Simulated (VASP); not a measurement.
Runs of VASP 6.6.1 on Ta. The structure is that of space group Im-3m (No. 229), or close to it. The cells are those of the table. 

```csv
cell,gap on the mesh (eV),pressure (GPa)
"a = 2.804 Å, angles 112.8, 107.8, 107.8°, 1 atom",none,(a)
"a = 2.846 Å, angles 110.3, 109.1, 109.1°, 1 atom",none,6.5
"a = 2.904 Å, angles 107.1, 110.7, 110.7°, 1 atom",none,(b)
"a = 2.874 Å, angles 108.7, 109.9, 109.9°, 1 atom",none,0.2
"a = 2.818 Å, angles 111.9, 108.3, 108.3°, 1 atom",none,13.9
"a = 2.918 Å, angles 106.3, 111.1, 111.1°, 1 atom",none,-7.4
"a = 2.832 Å, angles 111.1, 108.7, 108.7°, 1 atom",none,10.1
"a = 2.889 Å, angles 107.9, 110.3, 110.3°, 1 atom",none,-2.5
"a = 2.911 Å, angles 106.7, 110.9, 110.9°, 1 atom",none,-6.3
```

Alike in all rows: task single point; level PBE; potentials or basis VASP PAW PBE potentials, release 64 (Ta_pv); no spin polarisation; k mesh 20 × 20 × 20; cutoff (eV) 520; smearing gaussian 0.15 eV.

Task: Estimate the missing entries.

Result: (a) 18.1; (b) -5.1.

Caveats: spin-orbit coupling is left out, which moves the levels of the heavy elements; the cell stands under pressure (at least some runs); the cell stands under tension (at least some runs); the stress differs along the axes, from 16 to 23 GPa (at least some runs); the stress differs along the axes, from 12 to 18 GPa (at least some runs); the stress differs along the axes, from -11 to -6 GPa (at least some runs).

A k mesh can miss the band edges, and the runs leave out spin-orbit coupling on Ta.

A gap of «none» marks levels without a gap at the run's occupations.
